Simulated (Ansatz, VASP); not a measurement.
## Two plane-wave programs on Sc

File POSCAR:

```
Sc
1.0
   -1.8440528287      1.8440528287      1.8440528287
    1.8440528287     -1.8440528287      1.8440528287
    1.8440528287      1.8440528287     -1.8440528287
Sc
1
Direct
    0.0000000000      0.0000000000      0.0000000000
```

The input INCAR.step1:

```
SYSTEM = Sc
PREC = Accurate
ENCUT = 520
ISMEAR = 0
SIGMA = 0.05
LREAL = .False.
LASPH = .True.
NELM = 100
NBANDS = 12
GGA = PE
ALGO = Normal
EDIFF = 1E-4
LWAVE = .True.
LCHARG = .False.
```

File INCAR.step2:

```
SYSTEM = Sc
PREC = Accurate
ENCUT = 520
EDIFF = 1E-6
ISMEAR = 0
SIGMA = 0.05
LREAL = .False.
LASPH = .True.
NELM = 100
ALGO = Normal
ISIF = 2
LWAVE = .False.
LCHARG = .True.
METAGGA = R2SCAN
LMIXTAU = .True.
LELF = .True.
LVHAR = .True.
NBANDS = 12
ISTART = 1
```

Contents of KPOINTS:

```
Automatic mesh
0
Gamma
  16 16 16
  0 0 0
```

Input for Ansatz:

```yaml
crystal:
  lattice:
    - [-1.8440528287, 1.8440528287, 1.8440528287]
    - [1.8440528287, -1.8440528287, 1.8440528287]
    - [1.8440528287, 1.8440528287, -1.8440528287]
  atoms:
    - { symbol: Sc, position: [0.0, 0.0, 0.0] }
basis:
  ecutwfc: 500
  ecutrho_ratio: 4
kpoints:
  mp_grid: { grid: [16, 16, 16] }
  band_path:
    path:
      - [[0.0, 0.0, 0.0], [0.5, -0.5, 0.5], [0.0, 0.0, 0.5], [0.0, 0.0, 0.0], [0.25, 0.25, 0.25], [0.5, -0.5, 0.5]]
      - [[0.25, 0.25, 0.25], [0.0, 0.0, 0.5]]
    npoints: 14
hamiltonian:
  xc: r2scan
scf:
  occupations: { method: gaussian, width: 0.05 }
output:
  forces: true
  stress: true
  eigenvalues: true
  populations: true
  dos: { projected: true, de: 0.02, nscf_kmesh: { grid: [24, 24, 24] } }
  bader: true
```

Alike in both runs: task single point; functional r2SCAN; k mesh 16 × 16 × 16; occupations gaussian, width 0.05 eV; no spin polarisation.

|  | VASP | Ansatz |
| --- | --- | --- |
| version | VASP 6.6.1 | Ansatz 0.2.0 |
| potentials or method | VASP PAW PBE potentials, release 64 (Sc_sv), cutoff 520 eV | scalar-relativistic, plane waves, PAW |
| valence electrons in the cell | 11 | 11 |

|  | VASP | Ansatz | Ansatz less VASP |
| --- | --- | --- | --- |
| pressure (GPa) | 0.2 | 0.0 | -0.18 |

VASP's potentials were made for PBE, not for r2SCAN.
